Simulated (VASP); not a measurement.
Input of a VASP 6.6.1 run:

Contents of POSCAR:

```
KF
1.0
    0.0000000000      2.6718500000      2.6718500000
    2.6718500000      0.0000000000      2.6718500000
    2.6718500000      2.6718500000      0.0000000000
K F
1 1
Direct
    0.0000000000      0.0000000000      0.0000000000
    0.5000000000      0.5000000000      0.5000000000
```

Contents of INCAR.step1:

```
PREC = Accurate
ENCUT = 520
EDIFF = 1E-5
ISMEAR = -1
SIGMA = 0.05
LREAL = F
LASPH = T
NELM = 60
ALGO = Normal
ISIF = 2
LWAVE = T
LCHARG = F
NBANDS = 15
GGA = PE
```

The input INCAR.step2:

```
PREC = Accurate
ENCUT = 520
EDIFF = 1E-7
ISMEAR = -1
SIGMA = 0.05
LREAL = F
LASPH = T
NELM = 60
ALGO = Normal
ISIF = 2
LWAVE = F
LCHARG = F
GGA = PE
LHFCALC = T
AEXX = 0.4
HFSCREEN = 0.2
PRECFOCK = Normal
NBANDS = 15
ISTART = 1
```

KPOINTS

```
regular mesh
0
Gamma
  5 5 5
```

Potentials or basis: VASP PAW PBE potentials, release 64 (K_sv, F).

Launch:

```bash
$ cat potpaw_PBE.64/K_sv/POTCAR potpaw_PBE.64/F/POTCAR > POTCAR
$ cp INCAR.step1 INCAR
$ mpirun -np 1 vasp_std > vasp.out
$ cp INCAR.step2 INCAR
$ mpirun -np 1 vasp_std > vasp.out
```

Problem. Predict the band gap on the k mesh.

Solution. 9.44 eV.

Problem. Estimate the pressure.

Solution. 0.1 GPa.

Caveat: the PAW data sets were made with another functional, which shifts forces and pressure a little.
